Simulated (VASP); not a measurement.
# TePbI6 (P4/mmm) in VASP: settings compared

The runs below take TePbI6 through single point, with PBEsol, r2SCAN+rVV10.

All numbers are computed with VASP 6.6.1; they aren't measurements. Logs are shortened: lines on timing, memory, paths and dates and some standing lists are left out, and cuts for length are marked.

## Step 1: The cell of the first run

Symmetry: P4/mmm, No. 123, tetragonal system. Conventional cell: a = 4.572 Å, b = 4.572 Å, c = 13.337 Å, α = 90.00°, β = 90.00°, γ = 90.00°. Te (site symmetry 4/mmm) has 12 I at 3.23 to 4.23 Å within 4.3 Å. I (site symmetry 4/mmm) has 4 Pb at 3.23 Å and 8 I at 3.86 Å within 4.3 Å. Within 4.3 Å of I (site symmetry 4/mmm) lie 4 Te at 3.23 Å and 8 I at 4.23 Å. Within 4.3 Å of I (site symmetry 2mm) lie 8 I at 3.23 to 4.23 Å and 2 Pb at 3.86 Å and 2 Te at 4.23 Å. Within 4.3 Å of Pb (site symmetry 4/mmm) lie 12 I at 3.23 to 3.86 Å.

## Step 2: Single point, PBEsol

INCAR

```
SYSTEM = TePbI6
PREC     = Accurate       ! precision mode
ENCUT    = 520            ! plane-wave cutoff, eV
EDIFF    = 1E-6           ! SCF threshold, eV
ISMEAR   = -1             ! smearing method
SIGMA    = 0.03           ! smearing width, eV
LREAL    = .False.        ! projectors in reciprocal space
LASPH    = .True.         ! aspherical terms in the spheres
NELM     = 60             ! most SCF steps
ALGO     = Normal         ! electronic algorithm
ISIF     = 2              ! what is computed and relaxed
LWAVE    = .False.        ! write WAVECAR
LCHARG   = .True.         ! write CHGCAR
GGA      = PS             ! functional
LELF     = .True.         ! ELF
LVHAR    = .True.       
NBANDS   = 41             ! bands
```

KPOINTS

```
regular mesh
0
Gamma
  4 4 2
  0 0 0
```

POSCAR

```
TePbI6
1.0
    4.5715985045      0.0000000000      0.0000000000
    0.0000000000      4.5715985045      0.0000000000
    0.0000000000      0.0000000000     13.3369307764
Te I Pb
1 6 1
Direct
    0.5000000000      0.5000000000      0.5000000000
    0.5000000000      0.5000000000      0.0000000000
    0.0000000000      0.0000000000      0.5000000000
    0.0000000000      0.5000000000      0.2328175019
    0.5000000000      0.0000000000      0.7671824981
    0.5000000000      0.0000000000      0.2328175019
    0.0000000000      0.5000000000      0.7671824981
    0.0000000000      0.0000000000      0.0000000000
```

Potentials or basis: VASP PAW PBE potentials, release 64 (Te, I, Pb_d).

On the command line:

```console
$ cat potpaw_PBE.64/Te/POTCAR potpaw_PBE.64/I/POTCAR potpaw_PBE.64/Pb_d/POTCAR > POTCAR
$ mpirun -np 1 vasp_std > vasp.out
```

OUTCAR:

```text
SYSTEM = TePbI6
   PREC = Accurate
   ENCUT = 520
   EDIFF = 1E-6
   ISMEAR = -1
   LREAL = .False.
   LASPH = .True.
   NELM = 60
   ISIF = 2
   GGA = PS

 ion  position               nearest neighbor table
   1  0.500  0.500  0.500-   3 3.23   3 3.23   3 3.23   3 3.23
   2  0.500  0.500  0.000-   8 3.23   8 3.23   8 3.23   8 3.23
   3  0.000  0.000  0.500-   1 3.23   1 3.23   1 3.23   1 3.23
   4  0.000  0.500  0.233-   6 3.23   6 3.23   6 3.23   6 3.23
   5  0.500  0.000  0.767-   7 3.23   7 3.23   7 3.23   7 3.23
   6  0.500  0.000  0.233-   4 3.23   4 3.23   4 3.23   4 3.23
   7  0.000  0.500  0.767-   5 3.23   5 3.23   5 3.23   5 3.23
   8  0.000  0.000  0.000-   2 3.23   2 3.23   2 3.23   2 3.23

  LATTYP: Found a simple tetragonal cell.
 ALAT       =     4.5715985045
 C/A-ratio  =     2.9173451613

  Lattice vectors:

 A1 = (   4.5715985045,   0.0000000000,   0.0000000000)
 A2 = (   0.0000000000,   4.5715985045,   0.0000000000)
 A3 = (   0.0000000000,   0.0000000000,  13.3369307764)

Analysis of symmetry for initial positions (statically):
=====================================================================
 Subroutine PRICEL returns:
 Original cell was already a primitive cell.

 Routine SETGRP: Setting up the symmetry group for a
 simple tetragonal supercell.

 Subroutine GETGRP returns: Found 16 space group operations
 (whereof 16 operations were pure point group operations)
 out of a pool of 16 trial point group operations.

The static configuration has the point symmetry D_4h.

Analysis of symmetry for dynamics (positions and initial velocities):
=====================================================================
 Subroutine PRICEL returns:
 Original cell was already a primitive cell.

 Routine SETGRP: Setting up the symmetry group for a
 simple tetragonal supercell.

 Subroutine GETGRP returns: Found 16 space group operations
 (whereof 16 operations were pure point group operations)
 out of a pool of 16 trial point group operations.

The dynamic configuration has the point symmetry D_4h.

 Subroutine INISYM returns: Found 16 space group operations
 (whereof 16 operations are pure point group operations),
 and found     1 'primitive' translations

----------------------------------------------------------------------------------------

                                     Primitive cell

  volume of cell :     278.7354

  direct lattice vectors                    reciprocal lattice vectors
     4.571598504  0.000000000  0.000000000     0.218741869  0.000000000  0.000000000
     0.000000000  4.571598504  0.000000000     0.000000000  0.218741869  0.000000000
     0.000000000  0.000000000 13.336930776     0.000000000  0.000000000  0.074979770

  length of vectors
     4.571598504  4.571598504 13.336930776     0.218741869  0.218741869  0.074979770

  position of ions in fractional coordinates (direct lattice)
     0.500000000  0.500000000  0.500000000
     0.500000000  0.500000000  0.000000000
     0.000000000  0.000000000  0.500000000
     0.000000000  0.500000000  0.232817502
     0.500000000  0.000000000  0.767182498
     0.500000000  0.000000000  0.232817502
     0.000000000  0.500000000  0.767182498
     0.000000000  0.000000000  0.000000000

  ion indices of the primitive-cell ions
   primitive index   ion index
                 1           1
                 2           2
                 3           3
                 4           4
                 5           5
                 6           6
                 7           7
                 8           8

----------------------------------------------------------------------------------------

 KPOINTS: regular mesh

Automatic generation of k-mesh.
 Grid dimensions read from file:
 generate k-points for:    4    4    2

 Generating k-lattice:

  Cartesian coordinates                     Fractional coordinates (reciprocal lattice)
     0.054685467  0.000000000  0.000000000     0.250000000  0.000000000  0.000000000
     0.000000000  0.054685467  0.000000000     0.000000000  0.250000000  0.000000000
     0.000000000  0.000000000  0.037489885     0.000000000  0.000000000  0.500000000

  Length of vectors
     0.054685467  0.054685467  0.037489885

  Shift w.r.t. Gamma in fractional coordinates (k-lattice)
     0.000000000  0.000000000  0.000000000

 Subroutine IBZKPT returns following result:
 ===========================================

 Found     12 irreducible k-points:

 Following reciprocal coordinates:
            Coordinates               Weight
  0.000000  0.000000  0.000000      1.000000
  0.250000  0.000000  0.000000      4.000000
  0.500000  0.000000  0.000000      2.000000
  0.250000  0.250000  0.000000      4.000000
  0.500000  0.250000  0.000000      4.000000
  0.500000  0.500000  0.000000      1.000000
  0.000000  0.000000  0.500000      1.000000
  0.250000  0.000000  0.500000      4.000000
  0.500000  0.000000  0.500000      2.000000
  0.250000  0.250000  0.500000      4.000000
  0.500000  0.250000  0.500000      4.000000
  0.500000  0.500000  0.500000      1.000000
   k-points           NKPTS =     12   k-points in BZ     NKDIM =     12   number of bands    NBANDS=     41
   number of dos      NEDOS =    301   number of ions     NIONS =      8
   total plane-waves  NPLWV = 129600
   dimension x,y,z NGX =    36 NGY =   36 NGZ =  100
   dimension x,y,z NGXF=    72 NGYF=   72 NGZF=  200
   ions per type =               1   6   1
   NGX,Y,Z   is equivalent  to a cutoff of  13.09, 13.09, 12.47 a.u.
   NGXF,Y,Z  is equivalent  to a cutoff of  26.18, 26.18, 24.93 a.u.
 SYSTEM =  TePbI6
   PREC   = accura    normal or accurate (medium, high low for compatibility)
   ISTART =      0    job   : 0-new  1-cont  2-samecut
   ICHARG =      2    charge: 1-file 2-atom 10-const
   ISPIN  =      1    spin polarized calculation?
   LNONCOLLINEAR =      F non collinear calculations
   LSORBIT =      F    spin-orbit coupling
   LASPH  =      T    aspherical Exc in radial PAW
   ENCUT  =  520.0 eV  38.22 Ry    6.18 a.u.   8.50  8.50 24.80*2*pi/ulx,y,z
   NELM   =     60;   NELMIN=  2; NELMDL= -5     # of ELM steps
   EDIFF  = 0.1E-05   stopping-criterion for ELM
   LREAL  =      F    real-space projection
[... 7 lines left out ...]
   TEBEG  =    0.0;   TEEND  =   0.0 temperature during run
   PSTRESS=    0.0 pullay stress
   NELECT =      62.0000    total number of electrons
   NUPDOWN=      -1.0000    fix difference up-down
   EMIN   =  10.00;   EMAX   =-10.00  energy-range for DOS
   EFERMI =   0.00;   METHOD = LEGACY
   ISMEAR =    -1;   SIGMA  =   0.03  broadening in eV -4-tet -1-fermi 0-gaus
   EFERMI_NEDOS =   21; number of points for ismear=-14 and -15
   IALGO  =     38    algorithm
   IMIX   =      4    mixing-type and parameters
     AMIX     =   0.40;   BMIX     =  1.00
     AMIX_MAG =   1.60;   BMIX_MAG =  1.00
  volume/ion in A,a.u.               =      34.84       235.12
  Fermi-wavevector in a.u.,A,eV,Ry     =   0.991916  1.874449 13.386725  0.983896
  Thomas-Fermi vector in A             =   2.123691
   LORBIT       =      0    0 simple, 1 ext, 2 COOP (PROOUT), +10 PAW based schemes
   GGA     = PS    functional components
   LHFCALC =     F    Hartree Fock is set to
   AEXX    =    0.0000 exact exchange contribution
   IVDW    =     0    specifies the selected vdW correction
   LEPSILON=     F    determine dielectric tensor
   LRPA    =     F    only Hartree local field effects (RPA)
 non-spin polarized calculation
  energy-cutoff  :      520.00
  volume of cell :      278.74
 maximum number of plane-waves:      7544
 NGX is ok and might be reduce to    36
   NGX = 17   NGY = 17   NGZ = 49

 number of electron      62.0000013 magnetization

 Free energy of the ion-electron system (eV)
  ---------------------------------------------------
  ext. energy  EPLUGINS =         0.00000000
  ---------------------------------------------------
  free energy    TOTEN  =       -17.54551151 eV

  energy without entropy =      -17.49937720  energy(sigma->0) =      -17.52244436

 E-fermi :   5.3899     XC(G=0):  -9.2490

 val. band max:        5.3873852644   @ k =   0.5000   0.2500   0.5000
 cond. band min:       5.4058381239   @ k =   0.5000   0.2500   0.0000
 fundamental gap:      0.0184528596
 Fermi energy:         5.3899120622

 k-point     1 :       0.0000    0.0000    0.0000
  band No.  band energies     occupation
      1     -12.7488      2.00000
      2     -12.7098      2.00000
      3     -12.7096      2.00000
      4     -12.7060      2.00000
      5     -12.7060      2.00000
      6      -8.9771      2.00000
[... 33 lines left out ...]
     40       9.4498      0.00000
     41       9.9262      0.00000

 k-point     2 :       0.2500    0.0000    0.0000
  band No.  band energies     occupation
      1     -12.7398      2.00000
      2     -12.7176      2.00000
      3     -12.7097      2.00000
      4     -12.7057      2.00000
      5     -12.7018      2.00000
      6      -8.6754      2.00000
[... 33 lines left out ...]
     40      10.2759      0.00000
     41      10.3132      0.00000

 k-point     3 :       0.5000    0.0000    0.0000
  band No.  band energies     occupation
      1     -12.7321      2.00000
      2     -12.7253      2.00000
      3     -12.7133      2.00000
      4     -12.7055      2.00000
      5     -12.6927      2.00000
      6      -8.1164      2.00000
[... 33 lines left out ...]
     40      11.8245      0.00000
     41      11.9023      0.00000

 k-point     4 :       0.2500    0.2500    0.0000
  band No.  band energies     occupation
      1     -12.7364      2.00000
      2     -12.7279      2.00000
      3     -12.7094      2.00000
      4     -12.7090      2.00000
      5     -12.6950      2.00000
      6      -8.4027      2.00000
[... 297 lines left out ...]
     40      10.8350      0.00000
     41      10.8672      0.00000

 k-point    11 :       0.5000    0.2500    0.5000
  band No.  band energies     occupation
      1     -12.7470      2.00000
      2     -12.7254      2.00000
      3     -12.7127      2.00000
      4     -12.7087      2.00000
      5     -12.6867      2.00000
      6      -7.9234      2.00000
[... 33 lines left out ...]
     40      10.6439      0.00000
     41      10.7566      0.00000

 k-point    12 :       0.5000    0.5000    0.5000
  band No.  band energies     occupation
      1     -12.7682      2.00000
      2     -12.7202      2.00000
      3     -12.7120      2.00000
      4     -12.7120      2.00000
      5     -12.6793      2.00000
      6      -7.6636      2.00000
[... 33 lines left out ...]
     40      10.6116      0.00000
     41      10.8297      0.00000

------------------------ aborting loop because EDIFF is reached ----------------------------------------

  FORCE on cell =-STRESS in cart. coord.  units (eV):
  Direction    XX          YY          ZZ          XY          YZ          ZX
  --------------------------------------------------------------------------------------
  -------------------------------------------------------------------------------------
  Total       -0.0792094     -0.0792094     -0.0436643      0.0000000     -0.0000000      0.0000000
  in kB       -0.4552975     -0.4552975     -0.2509833      0.0000000     -0.0000000      0.0000000
  external PRESSURE =      -0.3871928 kB  Pullay stress =       0.0000000 kB

 VOLUME and BASIS-vectors are now :
 -----------------------------------------------------------------------------
  energy-cutoff  :      520.00
  volume of cell :      278.74
      direct lattice vectors                 reciprocal lattice vectors
     4.571598504  0.000000000  0.000000000     0.218741869  0.000000000  0.000000000
     0.000000000  4.571598504  0.000000000     0.000000000  0.218741869  0.000000000
     0.000000000  0.000000000 13.336930776     0.000000000  0.000000000  0.074979770

 POSITION                                       TOTAL-FORCE (eV/Angst)
 -----------------------------------------------------------------------------------
      2.28580      2.28580      6.66847         0.000000     -0.000000      0.000000
      2.28580      2.28580      0.00000         0.000000     -0.000000      0.000000
      0.00000      0.00000      6.66847         0.000000     -0.000000      0.000000
      0.00000      2.28580      3.10507         0.000000     -0.000000     -0.001008
      2.28580      0.00000     10.23186        -0.000000      0.000000      0.001008
      2.28580      0.00000      3.10507         0.000000      0.000000     -0.001008
      0.00000      2.28580     10.23186        -0.000000     -0.000000      0.001008
      0.00000      0.00000      0.00000         0.000000     -0.000000      0.000000
 -----------------------------------------------------------------------------------
    total drift:                               -0.000000     -0.000000     -0.000000

  FREE ENERGIE OF THE ION-ELECTRON SYSTEM (eV)
  ---------------------------------------------------
  free  energy   TOTEN  =       -17.5455115120 eV

  energy  without entropy=      -17.4993772045  energy(sigma->0) =      -17.52244436
```

Wall time 74 s (1 thread of Intel Xeon 6975P-C (Granite Rapids), shared host); peak memory 0.42 GiB.

What came out:

* Free energy: -17.5455 eV
* Pressure: 0.0 GPa
* Band gap on the k mesh: zero (bands 31 and 32 overlap by 2.74 eV)

Caveat: the PAW data sets were made with another functional, which shifts forces and pressure a little; spin-orbit coupling is left out, which moves the levels of the heavy elements; this functional lacks dispersion, which binds layers or chains, so the pressure and a relaxed spacing across them are unreliable.

## Step 3: Single point, r2SCAN+rVV10

This run uses another cell than the first one, of 36.04 Å³/atom.

POSCAR

```
TePbI6
1.0
    4.6095632156      0.0000000000      0.0000000000
    0.0000000000      4.6095632156      0.0000000000
    0.0000000000      0.0000000000     13.5708530028
Te I Pb
1 6 1
Direct
    0.5000000000      0.5000000000      0.5000000000
    0.5000000000      0.5000000000      0.0000000000
    0.0000000000      0.0000000000      0.5000000000
    0.0000000000      0.5000000000      0.2328928320
    0.5000000000      0.0000000000      0.7671071680
    0.5000000000      0.0000000000      0.2328928320
    0.0000000000      0.5000000000      0.7671071680
    0.0000000000      0.0000000000      0.0000000000
```

INCAR.step1

```
  PREC = Accurate
  ENCUT = 520
  ISMEAR = -1
  SIGMA = 0.03
  LREAL = F
  LASPH = T
  NELM = 100
  NBANDS = 41
  GGA = PE
  ALGO = Normal
  EDIFF = 1E-4
  LWAVE = T
  LCHARG = F
```

INCAR.step2

```
  PREC = Accurate
  ENCUT = 520
  EDIFF = 1E-6
  ISMEAR = -1
  SIGMA = 0.03
  LREAL = F
  LASPH = T
  NELM = 100
  ALGO = Normal
  ISIF = 2
  LWAVE = F
  LCHARG = F
  METAGGA = R2SCAN
  LMIXTAU = T
  LUSE_VDW = T
  IVDW_NL = 2
  BPARAM = 11.95
  CPARAM = 0.0093
  NBANDS = 41
  ISTART = 1
```

KPOINTS

```
regular mesh
0
Gamma
  6 6 2
```

Potentials or basis: VASP PAW PBE potentials, release 64 (Te, I, Pb_d).

On the command line:

```console
$ cat potpaw_PBE.64/Te/POTCAR potpaw_PBE.64/I/POTCAR potpaw_PBE.64/Pb_d/POTCAR > POTCAR
$ cp INCAR.step1 INCAR
$ mpirun -np 1 vasp_std > vasp.out
$ cp INCAR.step2 INCAR
$ mpirun -np 1 vasp_std > vasp.out
```

Wall time 7.9 min (1 thread of Intel Xeon 6975P-C (Granite Rapids), shared host); peak memory 1 GiB.

Results (log left out):

| Property | Result |
| --- | --- |
| Free energy | -226.9015 eV |
| Pressure | 0.2 GPa |
| Largest force | 0.008 eV/Å |
| Band gap on the k mesh | zero (bands 31 and 32 overlap by 2.39 eV) |

Forces on the atoms (eV/Å):
```
Te   0.000  0.000  0.000
I    0.000  0.000  0.000
I    0.000  0.000  0.000
I    0.000  0.000  0.008
I    0.000  0.000 -0.008
I    0.000  0.000  0.008
I    0.000  0.000 -0.008
Pb   0.000  0.000  0.000
```

Levels at points of the mesh, in eV from the Fermi level:
| k point | band 28 | band 29 | band 30 | band 31 | band 32 | band 33 | band 34 | band 35 |
| --- | --- | --- | --- | --- | --- | --- | --- | --- |
| (0.00, 0.00, 0.00) | 0.16 | 0.42 | 0.42 | 0.48 | 0.48 | 1.24 | 1.81 | 1.81 |
| (0.50, 0.00, 0.00) | -1.93 | -1.90 | -1.67 | -1.35 | -0.93 | -0.85 | -0.36 | 0.40 |
| (0.50, 0.50, 0.00) | -0.55 | 0.53 | 1.44 | 1.44 | 1.51 | 1.51 | 2.85 | 2.85 |
| (0.00, 0.00, 0.50) | 0.14 | 0.44 | 0.44 | 0.47 | 0.47 | 1.10 | 1.81 | 1.81 |
| (0.50, 0.00, 0.50) | -2.29 | -2.03 | -1.35 | -1.15 | -0.95 | -0.93 | -0.64 | 0.47 |
| (0.50, 0.50, 0.50) | -0.60 | 0.45 | 1.44 | 1.44 | 1.51 | 1.51 | 2.84 | 2.84 |

Caveat: the PAW data sets were made with another functional, which shifts forces and pressure a little; spin-orbit coupling is left out, which moves the levels of the heavy elements.

The gap in the log of VASP goes by the Fermi energy; the results here count the filled bands.